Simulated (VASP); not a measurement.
Wanted: the native input for a VASP 6.6.1 run.

| Item | Value |
| --- | --- |
| Task | single point |
| Functional | revPBE |
| Potentials or basis | VASP PAW PBE potentials, release 64 (Sr_sv, Cl) |
| Cutoff | 500 eV |
| k mesh | 5 × 5 × 5, shifted |
| Occupations | gaussian, width 0.01 eV |
| Spin | no spin polarisation |
| Dipole correction | no |
| Further INCAR settings | ALGO = Normal; EDIFF = 1e-06; NBANDS = 19; ISYM = 0 |

The structure of SrCl2 lies in POSCAR:

```
SrCl2
1.0
    0.0000000000      3.4883500000      3.4883500000
    3.4883500000      0.0000000000      3.4883500000
    3.4883500000      3.4883500000      0.0000000000
Sr Cl
1 2
Direct
    0.0000000000      0.0000000000      0.0000000000
    0.2500000000      0.2500000000      0.2500000000
    0.7500000000      0.7500000000      0.7500000000
```

The input as run:

INCAR

```
ALGO = Normal ; EDIFF = 1E-6
ENCUT = 500 ; GGA = RE
GGA_COMPAT = False ; ISIF = 2
ISMEAR = 0 ; ISYM = 0
LASPH = True ; LCHARG = False
LREAL = False ; LWAVE = False
NBANDS = 19 ; NELM = 120
PREC = Accurate ; SIGMA = 0.01
```

KPOINTS

```
Automatic mesh
0
Gamma
  5 5 5
  0.5 0.5 0.5
```

Potentials or basis: VASP PAW PBE potentials, release 64 (Sr_sv, Cl).

Launch:

```bash
$ cat potpaw_PBE.64/Sr_sv/POTCAR potpaw_PBE.64/Cl/POTCAR > POTCAR
$ mpirun -np 1 vasp_std > vasp.out
```

Results of the run:

* Pressure: 2.6 GPa
* Band gap on the k mesh: 5.91 eV

Caveat: the PAW data sets were made with another functional, which shifts forces and pressure a little; a shifted mesh leaves out Γ, where band edges can lie.

Wall time 110 s on 1 thread of Intel(R) Xeon(R) 6975P-C (Granite Rapids), with other jobs on the host, peak memory 0.47 GiB.
